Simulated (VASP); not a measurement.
# HfAl2H2 in VASP: single point with PBE

Aim: the single point of HfAl2H2 with PBE.

Everything below comes from runs of VASP 6.6.1. Logs are shortened: lines on timing, memory, paths and dates and some standing lists are left out, and cuts for length are marked.

## 1. The cell of the first run

The typed cell holds 5 atoms: a = 4.250 Å, b = 4.250 Å, c = 3.844 Å, α = 90.00°, β = 90.00°, γ = 60.00°.

## 2. Single point, PBE, non-collinear spin, zero start, spin-orbit coupling

Input file INCAR:

```
SYSTEM = HfAl2H2
ALGO = Normal
EDIFF = 1E-6
ENCUT = 520
GGA = PE
GGA_COMPAT = .False.
ISIF = 2
ISMEAR = -1
LASPH = .True.
LCHARG = .True.
LMAXMIX = 4
LORBIT = 11
LORBMOM = .True.
LREAL = .False.
LSORBIT = .True.
LVHAR = .True.
LWAVE = .False.
MAGMOM = 0 0 0 0 0 0 0 0 0 0 0 0 0 0 0
NBANDS = 33
NELM = 150
PREC = Accurate
SIGMA = 0.0386
```

Input file KPOINTS:

```
k-points
0
Gamma
  5 5 4
  0 0 0
```

Input file POSCAR:

```
HfAl2H2
1.0
    2.1250296213      3.6806592716      0.0000000000
   -2.1250296213      3.6806592716      0.0000000000
    0.0000000000      0.0000000000      3.8444169085
H Al Hf
2 2 1
Direct
    0.3333333333      0.3333333333     -0.0001164643
    0.6666666667      0.6666666667      1.0001164643
    0.3333333333      0.3333333333      0.4999603842
    0.6666666667      0.6666666667      0.5000396158
    0.0000000000      0.0000000000      0.0000000000
```

Potentials or basis: VASP PAW PBE potentials, release 64 (H, Al, Hf_pv).

Command:

```console
cat potpaw_PBE.64/H/POTCAR potpaw_PBE.64/Al/POTCAR potpaw_PBE.64/Hf_pv/POTCAR > POTCAR
mpirun -np 1 vasp_ncl > vasp.out
```

OUTCAR:

```text
SYSTEM = HfAl2H2
   EDIFF = 1E-6
   ENCUT = 520
   GGA = PE
   ISIF = 2
   ISMEAR = -1
   LASPH = .True.
   LORBIT = 11
   LREAL = .False.
   LSORBIT = .True.
   NELM = 150
   PREC = Accurate

 ion  position               nearest neighbor table
   1  0.333  0.333  1.000-   3 1.92   3 1.92
   2  0.667  0.667  0.000-   4 1.92   4 1.92
   3  0.333  0.333  0.500-   1 1.92   1 1.92   4 2.45   4 2.45   4 2.45   5 3.12   5 3.12   5 3.12
                             5 3.12   5 3.12   5 3.12
   4  0.667  0.667  0.500-   2 1.92   2 1.92   3 2.45   3 2.45   3 2.45   5 3.12   5 3.12   5 3.12
                             5 3.12   5 3.12   5 3.12
   5  0.000  0.000  0.000-   3 3.12   4 3.12   4 3.12   4 3.12   3 3.12   3 3.12   4 3.12   3 3.12
                             4 3.12   3 3.12   4 3.12   3 3.12

  LATTYP: Found a hexagonal cell.
 ALAT       =     4.2500592425
 C/A-ratio  =     0.9045560754

  Lattice vectors:

 A1 = (   2.1250296213,  -3.6806592716,   0.0000000000)
 A2 = (   2.1250296213,   3.6806592716,   0.0000000000)
 A3 = (   0.0000000000,   0.0000000000,   3.8444169085)

Analysis of symmetry for initial positions (statically):
=====================================================================
 Subroutine PRICEL returns:
 Original cell was already a primitive cell.

 Routine SETGRP: Setting up the symmetry group for a
 hexagonal supercell.

 Subroutine GETGRP returns: Found 12 space group operations
 (whereof 12 operations were pure point group operations)
 out of a pool of 24 trial point group operations.

The static configuration has the point symmetry D_3d.

Analysis of symmetry for dynamics (positions and initial velocities):
=====================================================================
 Subroutine PRICEL returns:
 Original cell was already a primitive cell.

 Routine SETGRP: Setting up the symmetry group for a
 hexagonal supercell.

 Subroutine GETGRP returns: Found 12 space group operations
 (whereof 12 operations were pure point group operations)
 out of a pool of 24 trial point group operations.

The dynamic configuration has the point symmetry D_3d.

Analysis of structural, dynamic, and magnetic symmetry:
=====================================================================
 Subroutine PRICEL returns:
 Original cell was already a primitive cell.

 Routine SETGRP: Setting up the symmetry group for a
 hexagonal supercell.

 Subroutine GETGRP returns: Found 12 space group operations
 (whereof 12 operations were pure point group operations)
 out of a pool of 24 trial point group operations.

The overall configuration has the point symmetry D_3d.

 Subroutine INISYM returns: Found 12 space group operations
[... 748 lines left out ...]

  energy  without entropy=      -24.0783389059  energy(sigma->0) =      -24.08245522

 orbital moment (x)

 # of ion     p       d       tot
 ----------------------------------------
  1         0.000   0.000   0.000
  2         0.000   0.000   0.000
  3        -0.000   0.000  -0.000
  4        -0.000   0.000  -0.000
  5         0.000  -0.000  -0.000
 ----------------------------------------
           -0.000  -0.000  -0.000

 orbital moment (y)

 # of ion     p       d       tot
 ----------------------------------------
  1         0.000   0.000   0.000
  2         0.000   0.000   0.000
  3         0.000   0.000   0.000
  4        -0.000   0.000  -0.000
  5         0.000   0.000   0.000
 ----------------------------------------
           -0.000   0.000  -0.000

 orbital moment (z)

 # of ion     p       d       tot
 ----------------------------------------
  1         0.000   0.000   0.000
  2         0.000   0.000   0.000
  3         0.000   0.000   0.000
  4         0.000   0.000   0.000
  5         0.000   0.000   0.000
 ----------------------------------------
            0.000   0.000   0.000

 Spin-Orbit-Coupling matrix elements

 Ion:    1  E_soc:      0.0000002
 l=   1
     0.0000000     0.0000000     0.0000000
     0.0000000     0.0000000     0.0000000
     0.0000000     0.0000000     0.0000000
 l=   2
     0.0000000     0.0000000     0.0000000     0.0000000     0.0000000
     0.0000000     0.0000000     0.0000000     0.0000000     0.0000000
     0.0000000     0.0000000     0.0000000     0.0000000     0.0000000
     0.0000000     0.0000000     0.0000000     0.0000000     0.0000000
     0.0000000     0.0000000     0.0000000     0.0000000     0.0000000
 l=   3
     0.0000000     0.0000000     0.0000000     0.0000000     0.0000000     0.0000000     0.0000000
     0.0000000     0.0000000     0.0000000     0.0000000     0.0000000     0.0000000     0.0000000
     0.0000000     0.0000000     0.0000000     0.0000000     0.0000000     0.0000000     0.0000000
     0.0000000     0.0000000     0.0000000     0.0000000     0.0000000     0.0000000     0.0000000
[... 69 lines left out ...]
 l=   2
     0.0000000    -0.0021105     0.0000000    -0.0021105    -0.0075814
    -0.0021105     0.0000000    -0.0062023    -0.0021601    -0.0021105
     0.0000000    -0.0062023     0.0000000    -0.0062023     0.0000000
    -0.0021105    -0.0021601    -0.0062023     0.0000000    -0.0021105
    -0.0075814    -0.0021105     0.0000000    -0.0021105     0.0000000
 l=   3
     0.0000000     0.0000000     0.0000000     0.0000000     0.0000000     0.0000000     0.0000000
     0.0000000     0.0000000     0.0000000     0.0000000     0.0000000     0.0000000     0.0000000
     0.0000000     0.0000000     0.0000000     0.0000000     0.0000000     0.0000000     0.0000000
     0.0000000     0.0000000     0.0000000     0.0000000     0.0000000     0.0000000     0.0000000
     0.0000000     0.0000000     0.0000000     0.0000000     0.0000000     0.0000000     0.0000000
     0.0000000     0.0000000     0.0000000     0.0000000     0.0000000     0.0000000     0.0000000
     0.0000000     0.0000000     0.0000000     0.0000000     0.0000000     0.0000000     0.0000000

 total charge

# of ion       s       p       d       tot
------------------------------------------
    1        0.503   0.017   0.000   0.520
    2        0.503   0.017   0.000   0.520
    3        0.412   0.443   0.000   0.855
    4        0.412   0.443   0.000   0.855
    5        0.289   6.270   1.499   8.058
--------------------------------------------------
tot          2.118   7.190   1.499  10.807

 magnetization (x)

# of ion       s       p       d       tot
------------------------------------------
    1        0.000   0.000   0.000   0.000
    2        0.000   0.000   0.000   0.000
    3       -0.000  -0.000   0.000  -0.000
    4       -0.000  -0.000   0.000  -0.000
    5       -0.000   0.000   0.000  -0.000
--------------------------------------------------
tot         -0.000  -0.000   0.000  -0.000

 magnetization (y)

# of ion       s       p       d       tot
------------------------------------------
    1        0.000   0.000   0.000   0.000
    2        0.000   0.000   0.000   0.000
    3        0.000   0.000   0.000   0.000
    4        0.000   0.000   0.000   0.000
    5        0.000   0.000   0.000   0.000
--------------------------------------------------
tot          0.000   0.000   0.000   0.000

 magnetization (z)

# of ion       s       p       d       tot
------------------------------------------
    1        0.000   0.000   0.000   0.000
    2        0.000   0.000   0.000   0.000
    3        0.000   0.000   0.000   0.000
    4        0.000   0.000   0.000   0.000
    5        0.000   0.000  -0.000  -0.000
--------------------------------------------------
tot          0.000   0.000  -0.000  -0.000
```

OSZICAR:

```text
N       E                     dE             d eps       ncg     rms          rms(c)
DAV:   1     0.420191079931E+02    0.42019E+02   -0.81594E+03  1138   0.962E+02
DAV:   2    -0.231832115658E+02   -0.65202E+02   -0.62396E+02  1342   0.217E+02
DAV:   3    -0.261428757316E+02   -0.29597E+01   -0.29117E+01  1456   0.333E+01
DAV:   4    -0.261819054663E+02   -0.39030E-01   -0.38884E-01  1334   0.419E+00
DAV:   5    -0.261825436204E+02   -0.63815E-03   -0.63812E-03  1427   0.562E-01    0.321E+01
DAV:   6    -0.241909461325E+02    0.19916E+01   -0.28536E+00  1228   0.887E+00    0.218E+01
DAV:   7    -0.241024809645E+02    0.88465E-01   -0.72160E-01  1436   0.481E+00    0.133E+01
DAV:   8    -0.240928915073E+02    0.95895E-02   -0.34479E-02  1294   0.103E+00    0.429E+00
DAV:   9    -0.240882612481E+02    0.46303E-02   -0.29566E-02  1268   0.970E-01    0.708E-01
DAV:  10    -0.240869386562E+02    0.13226E-02   -0.95294E-03  1212   0.524E-01    0.344E-01
DAV:  11    -0.240865840181E+02    0.35464E-03   -0.72349E-04  1220   0.162E-01    0.175E-01
DAV:  12    -0.240865722140E+02    0.11804E-04   -0.15354E-04  1344   0.645E-02    0.247E-02
DAV:  13    -0.240865732826E+02   -0.10686E-05   -0.15874E-05  1224   0.246E-02    0.131E-02
DAV:  14    -0.240865716723E+02    0.16104E-05   -0.98876E-06  1222   0.175E-02    0.629E-03
DAV:  15    -0.240865715267E+02    0.14557E-06   -0.85397E-07   986   0.530E-03
   1 F= -.24086572E+02 E0= -.24082455E+02  d E =-.823262E-02  mag=     0.0000     0.0000     0.0000
```

It took 68 s on 1 thread of Intel Xeon Platinum 8488C (Sapphire Rapids), shared host; peak memory 0.32 GiB.

What came out:

| Quantity | Value |
| --- | --- |
| Free energy | -24.0866 eV |
| Pressure | -0.3 GPa |
| Net moment | 0.00 μB per cell |
| Valence electrons inside the program's atomic spheres | H 0.52; Al 0.85; Hf 8.06 |

Moments on the atoms (μB; x, y, z):
```
H   0.00 0.00 0.00
H   0.00 0.00 0.00
Al  0.00 0.00 0.00
Al  0.00 0.00 0.00
Hf  0.00 0.00 0.00
```

Caveat: the k points lie up to 0.41 Å⁻¹ apart.
